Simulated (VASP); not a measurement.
# AlN (Fm-3m) in VASP: a series of runs

AlN is run at these levels: PBE; tasks: single point.

All numbers are computed with VASP 6.6.1; they aren't measurements. Logs are shortened: lines on timing, memory, paths and dates and some standing lists are left out, and cuts for length are marked.

### Step 1. The cell of the first run

It takes space group Fm-3m (No. 225, cubic). Conventional cell: a = 4.136 Å, b = 4.136 Å, c = 4.136 Å, α = 90.00°, β = 90.00°, γ = 90.00°. Within 2.7 Å of Al (site symmetry m-3m) lie 6 N at 2.07 Å. Within 2.7 Å of N (site symmetry m-3m) lie 6 Al at 2.07 Å.

### Step 2. Single point, PBE

File INCAR:

```
SYSTEM = AlN
ALGO     = Normal         ! electronic algorithm
EDIFF    = 1E-6           ! SCF threshold, eV
ENCUT    = 600            ! plane-wave cutoff, eV
GGA      = PE             ! functional
GGA_COMPAT= .FALSE.      
ISIF     = 2              ! what is computed and relaxed
ISMEAR   = 0              ! smearing method
LASPH    = .TRUE.         ! aspherical terms in the spheres
LCHARG   = .FALSE.        ! write CHGCAR
LREAL    = .FALSE.        ! projectors in reciprocal space
LWAVE    = .FALSE.        ! write WAVECAR
NBANDS   = 11             ! bands
NELM     = 120            ! most SCF steps
PREC     = Accurate       ! precision mode
SIGMA    = 0.1            ! smearing width, eV
```

File KPOINTS:

```
k-points
0
G
  6 6 6
  0 0 0
```

File POSCAR:

```
AlN
1.0
    0.0000000000      2.0678766831      2.0678766831
    2.0678766831      0.0000000000      2.0678766831
    2.0678766831      2.0678766831      0.0000000000
Al N
1 1
Direct
    0.5000000000      0.5000000000      0.5000000000
    0.0000000000      0.0000000000      0.0000000000
```

Potentials or basis: VASP PAW PBE potentials, release 64 (Al, N).

Launch:

```
$ cat potpaw_PBE.64/Al/POTCAR potpaw_PBE.64/N/POTCAR > POTCAR
$ mpirun -np 1 vasp_std > vasp.out
```

OUTCAR:

```text
SYSTEM = AlN
   EDIFF = 1E-6
   ENCUT = 600
   GGA = PE
   ISIF = 2
   ISMEAR = 0
   LASPH = .TRUE.
   LREAL = .FALSE.
   NELM = 120
   PREC = Accurate

 ion  position               nearest neighbor table
   1  0.500  0.500  0.500-   2 2.07   2 2.07   2 2.07   2 2.07   2 2.07   2 2.07
   2  0.000  0.000  0.000-   1 2.07   1 2.07   1 2.07   1 2.07   1 2.07   1 2.07

  LATTYP: Found a face centered cubic cell.
 ALAT       =     4.1357533662

  Lattice vectors:

 A1 = (   0.0000000000,   2.0678766831,   2.0678766831)
 A2 = (   2.0678766831,   0.0000000000,   2.0678766831)
 A3 = (   2.0678766831,   2.0678766831,   0.0000000000)

Analysis of symmetry for initial positions (statically):
=====================================================================
 Subroutine PRICEL returns:
 Original cell was already a primitive cell.

 Routine SETGRP: Setting up the symmetry group for a
 face centered cubic supercell.

 Subroutine GETGRP returns: Found 48 space group operations
 (whereof 48 operations were pure point group operations)
 out of a pool of 48 trial point group operations.

The static configuration has the point symmetry O_h .

Analysis of symmetry for dynamics (positions and initial velocities):
=====================================================================
 Subroutine PRICEL returns:
 Original cell was already a primitive cell.

 Routine SETGRP: Setting up the symmetry group for a
 face centered cubic supercell.

 Subroutine GETGRP returns: Found 48 space group operations
 (whereof 48 operations were pure point group operations)
 out of a pool of 48 trial point group operations.

The dynamic configuration has the point symmetry O_h .

 Subroutine INISYM returns: Found 48 space group operations
 (whereof 48 operations are pure point group operations),
 and found     1 'primitive' translations

----------------------------------------------------------------------------------------

                                     Primitive cell

  volume of cell :      17.6850

  direct lattice vectors                    reciprocal lattice vectors
     0.000000000  2.067876683  2.067876683    -0.241793916  0.241793916  0.241793916
     2.067876683  0.000000000  2.067876683     0.241793916 -0.241793916  0.241793916
     2.067876683  2.067876683  0.000000000     0.241793916  0.241793916 -0.241793916

  length of vectors
     2.924419251  2.924419251  2.924419251     0.418799347  0.418799347  0.418799347

  position of ions in fractional coordinates (direct lattice)
     0.500000000  0.500000000  0.500000000
     0.000000000  0.000000000  0.000000000

  ion indices of the primitive-cell ions
   primitive index   ion index
                 1           1
                 2           2

----------------------------------------------------------------------------------------

 KPOINTS: k-points

Automatic generation of k-mesh.
 Grid dimensions read from file:
 generate k-points for:    6    6    6

 Generating k-lattice:

  Cartesian coordinates                     Fractional coordinates (reciprocal lattice)
    -0.040298986  0.040298986  0.040298986     0.166666667  0.000000000  0.000000000
     0.040298986 -0.040298986  0.040298986     0.000000000  0.166666667  0.000000000
     0.040298986  0.040298986 -0.040298986     0.000000000  0.000000000  0.166666667

  Length of vectors
     0.069799891  0.069799891  0.069799891

  Shift w.r.t. Gamma in fractional coordinates (k-lattice)
     0.000000000  0.000000000  0.000000000

 Subroutine IBZKPT returns following result:
 ===========================================

 Found     16 irreducible k-points:

 Following reciprocal coordinates:
            Coordinates               Weight
  0.000000  0.000000  0.000000      1.000000
  0.166667  0.000000  0.000000      8.000000
  0.333333  0.000000  0.000000      8.000000
  0.500000  0.000000  0.000000      4.000000
  0.166667  0.166667  0.000000      6.000000
  0.333333  0.166667  0.000000     24.000000
[... 8 lines left out ...]
 -0.333333  0.333333  0.166667     24.000000
 -0.333333  0.500000  0.166667     12.000000
   k-points           NKPTS =     16   k-points in BZ     NKDIM =     16   number of bands    NBANDS=     11
   number of dos      NEDOS =    301   number of ions     NIONS =      2
   total plane-waves  NPLWV =  13824
   dimension x,y,z NGX =    24 NGY =   24 NGZ =   24
   dimension x,y,z NGXF=    48 NGYF=   48 NGZF=   48
   ions per type =               1   1
   NGX,Y,Z   is equivalent  to a cutoff of  13.64, 13.64, 13.64 a.u.
   NGXF,Y,Z  is equivalent  to a cutoff of  27.29, 27.29, 27.29 a.u.
 SYSTEM =  AlN
   PREC   = accura    normal or accurate (medium, high low for compatibility)
   ISTART =      0    job   : 0-new  1-cont  2-samecut
   ICHARG =      2    charge: 1-file 2-atom 10-const
   ISPIN  =      1    spin polarized calculation?
   LNONCOLLINEAR =      F non collinear calculations
   LSORBIT =      F    spin-orbit coupling
   LASPH  =      T    aspherical Exc in radial PAW
   ENCUT  =  600.0 eV  44.10 Ry    6.64 a.u.   5.84  5.84  5.84*2*pi/ulx,y,z
   NELM   =    120;   NELMIN=  2; NELMDL= -5     # of ELM steps
   EDIFF  = 0.1E-05   stopping-criterion for ELM
   LREAL  =      F    real-space projection
   EDIFFG = 0.1E-04   stopping-criterion for IOM
   NSW    =      0    number of steps for IOM
   IBRION =     -1    ionic relax: 0-MD 1-quasi-New 2-CG
   NFREE  =      0    steps in history (QN), initial steepest desc. (CG)
   ISIF   =      2    stress and relaxation
   ISYM   =      2    0-nonsym 1-usesym 2-fastsym
   POTIM  = 0.5000    time-step for ionic-motion
   TEBEG  =    0.0;   TEEND  =   0.0 temperature during run
   PSTRESS=    0.0 pullay stress
   NELECT =       8.0000    total number of electrons
   NUPDOWN=      -1.0000    fix difference up-down
   EMIN   =  10.00;   EMAX   =-10.00  energy-range for DOS
   EFERMI =   0.00;   METHOD = LEGACY
   ISMEAR =     0;   SIGMA  =   0.10  broadening in eV -4-tet -1-fermi 0-gaus
   EFERMI_NEDOS =   21; number of points for ismear=-14 and -15
   IALGO  =     38    algorithm
   IMIX   =      4    mixing-type and parameters
     AMIX     =   0.40;   BMIX     =  1.00
     AMIX_MAG =   1.60;   BMIX_MAG =  1.00
  volume/ion in A,a.u.               =       8.84        59.67
  Fermi-wavevector in a.u.,A,eV,Ry     =   1.256715  2.374847 21.488130  1.579333
  Thomas-Fermi vector in A             =   2.390410
   LORBIT       =      0    0 simple, 1 ext, 2 COOP (PROOUT), +10 PAW based schemes
   GGA     = PE    functional components
   LHFCALC =     F    Hartree Fock is set to
   AEXX    =    0.0000 exact exchange contribution
   IVDW    =     0    specifies the selected vdW correction
   LEPSILON=     F    determine dielectric tensor
   LRPA    =     F    only Hartree local field effects (RPA)
 non-spin polarized calculation
 Gauss-broadening in eV      SIGMA  =   0.10
  energy-cutoff  :      600.00
  volume of cell :       17.68
 maximum number of plane-waves:       609
   NGX = 11   NGY = 11   NGZ = 11

 number of electron       8.0000002 magnetization

 Free energy of the ion-electron system (eV)
  ---------------------------------------------------
  ext. energy  EPLUGINS =         0.00000000
  ---------------------------------------------------
  free energy    TOTEN  =       -14.51247273 eV

  energy without entropy =      -14.51247273  energy(sigma->0) =      -14.51247273

 E-fermi :   9.6078     XC(G=0): -11.9709

 val. band max:        9.1131955161   @ k =   0.0000   0.0000   0.0000
 cond. band min:      13.0790617767   @ k =   0.5000   0.5000   0.0000
 fundamental gap:      3.9658662606
 Fermi energy:         9.6077994279

 k-point     1 :       0.0000    0.0000    0.0000
  band No.  band energies     occupation
      1      -7.8426      2.00000
      2       9.1132      2.00000
      3       9.1132      2.00000
      4       9.1132      2.00000
      5      13.8445      0.00000
      6      21.0536      0.00000
      7      21.0536      0.00000
      8      21.0536      0.00000
      9      26.0152      0.00000
     10      26.4017      0.00000
     11      26.4017      0.00000

 k-point     2 :       0.1667    0.0000    0.0000
  band No.  band energies     occupation
      1      -7.3166      2.00000
      2       6.7621      2.00000
      3       8.8396      2.00000
      4       8.8396      2.00000
      5      15.1424      0.00000
      6      19.5461      0.00000
      7      21.4516      0.00000
      8      21.4516      0.00000
      9      24.0548      0.00000
     10      24.0548      0.00000
     11      25.9712      0.00000

 k-point     3 :       0.3333    0.0000    0.0000
  band No.  band energies     occupation
      1      -5.9267      2.00000
      2       3.1546      2.00000
      3       8.3655      2.00000
      4       8.3655      2.00000
      5      15.1532      0.00000
      6      20.2215      0.00000
      7      20.2215      0.00000
      8      20.4636      0.00000
      9      24.7827      0.00000
     10      26.3550      0.00000
     11      26.3550      0.00000

 k-point     4 :       0.5000    0.0000    0.0000
  band No.  band energies     occupation
      1      -4.8460      2.00000
      2       1.2272      2.00000
      3       8.1563      2.00000
      4       8.1563      2.00000
      5      14.8224      0.00000
      6      19.5669      0.00000
      7      19.5669      0.00000
      8      21.3975      0.00000
      9      24.5028      0.00000
     10      29.0263      0.00000
     11      29.0263      0.00000
[... 127 lines left out ...]
 k-point    14 :       0.5000    0.3333    0.1667
  band No.  band energies     occupation
      1      -4.9029      2.00000
      2       3.3718      2.00000
      3       5.5065      2.00000
      4       7.1450      2.00000
      5      16.6529      0.00000
      6      17.8563      0.00000
      7      18.7420      0.00000
      8      22.3678      0.00000
      9      25.1473      0.00000
     10      28.8906      0.00000
     11      31.9425      0.00000

 k-point    15 :      -0.3333    0.3333    0.1667
  band No.  band energies     occupation
      1      -4.1234      2.00000
      2       2.6899      2.00000
      3       4.6794      2.00000
      4       6.5806      2.00000
      5      16.6518      0.00000
      6      18.0023      0.00000
      7      20.1705      0.00000
      8      21.5252      0.00000
      9      26.3827      0.00000
     10      27.3973      0.00000
     11      32.9887      0.00000

 k-point    16 :      -0.3333    0.5000    0.1667
  band No.  band energies     occupation
      1      -3.8531      2.00000
      2       2.9020      2.00000
      3       4.8740      2.00000
      4       5.6125      2.00000
      5      15.3834      0.00000
      6      17.2827      0.00000
      7      21.1396      0.00000
      8      21.9157      0.00000
      9      26.1286      0.00000
     10      29.8571      0.00000
     11      32.8991      0.00000

------------------------ aborting loop because EDIFF is reached ----------------------------------------

  FORCE on cell =-STRESS in cart. coord.  units (eV):
  Direction    XX          YY          ZZ          XY          YZ          ZX
  --------------------------------------------------------------------------------------
  -------------------------------------------------------------------------------------
  Total       -1.2499725     -1.2499725     -1.2499725     -0.0000000      0.0000000     -0.0000000
  in kB     -113.2418931   -113.2418931   -113.2418931     -0.0000000      0.0000000     -0.0000000
  external PRESSURE =    -113.2418931 kB  Pullay stress =       0.0000000 kB

 VOLUME and BASIS-vectors are now :
 -----------------------------------------------------------------------------
  energy-cutoff  :      600.00
  volume of cell :       17.68
      direct lattice vectors                 reciprocal lattice vectors
     0.000000000  2.067876683  2.067876683    -0.241793916  0.241793916  0.241793916
     2.067876683  0.000000000  2.067876683     0.241793916 -0.241793916  0.241793916
     2.067876683  2.067876683  0.000000000     0.241793916  0.241793916 -0.241793916

 POSITION                                       TOTAL-FORCE (eV/Angst)
 -----------------------------------------------------------------------------------
      2.06788      2.06788      2.06788         0.000000      0.000000      0.000000
      0.00000      0.00000      0.00000        -0.000000      0.000000     -0.000000
 -----------------------------------------------------------------------------------
    total drift:                                0.000000     -0.000000     -0.000000

  FREE ENERGIE OF THE ION-ELECTRON SYSTEM (eV)
  ---------------------------------------------------
  free  energy   TOTEN  =       -14.5124727295 eV

  energy  without entropy=      -14.5124727295  energy(sigma->0) =      -14.51247273
```

Wall time 5.1 s (1 thread of AMD EPYC 7R43 (Zen 3), shared host); peak memory 0.1 GiB.

What came out:

```yaml
Free_energy: -14.5125 eV
Pressure: -11.3 GPa
Band_gap_on_the_k_mesh: 3.97 eV, indirect (least direct gap 4.73 eV)
```

Caveat: the k points lie up to 0.44 Å⁻¹ apart.

### Step 3. Single point, PBE

This run uses another cell than the first one, of 8.42 Å³/atom, 0.952 times its volume.

File INCAR:

```
PREC = Accurate
ENCUT = 600
EDIFF = 1E-6
ISMEAR = -1
SIGMA = 0.13605693122994
LREAL = False
LASPH = True
NELM = 120
ALGO = Normal
ISIF = 2
LWAVE = False
LCHARG = True
GGA = PE
LELF = True
LVHAR = True
NBANDS = 11
GGA_COMPAT = False
```

File KPOINTS:

```
Automatic mesh
0
Gamma
  6 6 6
```

File POSCAR:

```
AlN
1.0
    0.0000000000      2.0345180000      2.0345180000
    2.0345180000      0.0000000000      2.0345180000
    2.0345180000      2.0345180000      0.0000000000
Al N
1 1
Direct
    0.5000000000      0.5000000000      0.5000000000
    0.0000000000      0.0000000000      0.0000000000
```

Potentials or basis: VASP PAW PBE potentials, release 64 (Al, N).

Launch:

```
$ cat potpaw_PBE.64/Al/POTCAR potpaw_PBE.64/N/POTCAR > POTCAR
$ mpirun -np 1 vasp_std > vasp.out
```

Wall time 5.6 s (1 thread of AMD EPYC 7R43 (Zen 3), shared host); peak memory 0.09 GiB.

Results (log left out):

```yaml
Free_energy: -14.5425 eV
Pressure: -0.2 GPa
Band_gap_on_the_k_mesh: 4.42 eV, indirect (least direct gap 5.41 eV)
```

Levels at points of the mesh, in eV from the valence-band top:
```
           k point  band 2  band 3  band 4  band 5  band 6  band 7
(0.00, 0.00, 0.00)    0.00    0.00    0.00    5.40   12.10   12.10
(0.50, 0.00, 0.00)   -8.19   -1.04   -1.04    6.01   10.84   10.84
(0.50, 0.50, 0.00)   -7.26   -2.75   -2.75    4.42    5.33   13.82
```

Caveat: the k points lie up to 0.45 Å⁻¹ apart. A k mesh can miss the band edges.

### Step 4. Single point, PBE

This run uses another cell than the first one, of 9.85 Å³/atom, 1.114 times its volume.

File INCAR:

```
PREC = Accurate ; ENCUT = 600
EDIFF = 1E-6 ; ISMEAR = 0
SIGMA = 0.1 ; LREAL = False
LASPH = True ; NELM = 120
ALGO = Normal ; ISIF = 2
LWAVE = False ; LCHARG = True
GGA = PE ; LELF = True
LVHAR = True ; NBANDS = 11
GGA_COMPAT = False
```

File KPOINTS:

```
regular mesh
0
Gamma
  6 6 6
```

File POSCAR:

```
AlN
1.0
    0.0000000000      2.1438290776      2.1438290776
    2.1438290776      0.0000000000      2.1438290776
    2.1438290776      2.1438290776      0.0000000000
Al N
1 1
Direct
    0.5000000000      0.5000000000      0.5000000000
    0.0000000000      0.0000000000      0.0000000000
```

Launch:

```
$ cat potpaw_PBE.64/Al/POTCAR potpaw_PBE.64/N/POTCAR > POTCAR
$ mpirun -np 1 vasp_std > vasp.out
```

It took 5.7 s on 1 thread of AMD EPYC 7R43 (Zen 3), shared host; peak memory 0.1 GiB.

It converged, with:

| Property | Result |
| --- | --- |
| Free energy | -14.2502 eV |
| Pressure | -29.0 GPa |
| Band gap on the k mesh | 3.03 eV, indirect (least direct gap 3.36 eV) |

Levels at points of the mesh, in eV from the valence-band top:
| k point | band 1 | band 2 | band 3 | band 4 | band 5 | band 6 | band 7 | band 8 |
| --- | --- | --- | --- | --- | --- | --- | --- | --- |
| (0.00, 0.00, 0.00) | -16.07 | 0.00 | 0.00 | 0.00 | 3.36 | 11.58 | 11.58 | 11.58 |
| (0.50, 0.00, 0.00) | -13.47 | -7.27 | -0.79 | -0.79 | 5.07 | 9.63 | 9.63 | 10.73 |
| (0.50, 0.50, 0.00) | -12.72 | -6.27 | -2.37 | -2.37 | 3.03 | 5.53 | 12.01 | 14.64 |

Caveat: the k points lie up to 0.42 Å⁻¹ apart. A k mesh can miss the band edges.

### Step 5. The runs side by side

| cell | smearing | gap on the mesh (eV) | pressure (GPa) |
| --- | --- | --- | --- |
| a = 2.924 Å, angles 60.0°, 2 atoms | gaussian 0.1 eV | 3.97 | -11.3 |
| a = 2.877 Å, angles 60.0°, 2 atoms | fermi-dirac 0.136057 eV | 4.42 | -0.2 |
| a = 3.032 Å, angles 60.0°, 2 atoms | gaussian 0.1 eV | 3.03 | -29.0 |

Alike in all rows: task single point; level PBE; potentials or basis VASP PAW PBE potentials, release 64 (Al, N); no spin polarisation; k mesh 6 × 6 × 6; cutoff (eV) 600.

Caveats: all runs use coarse meshes.

Absolute energies hang on the potentials; compare differences alone.
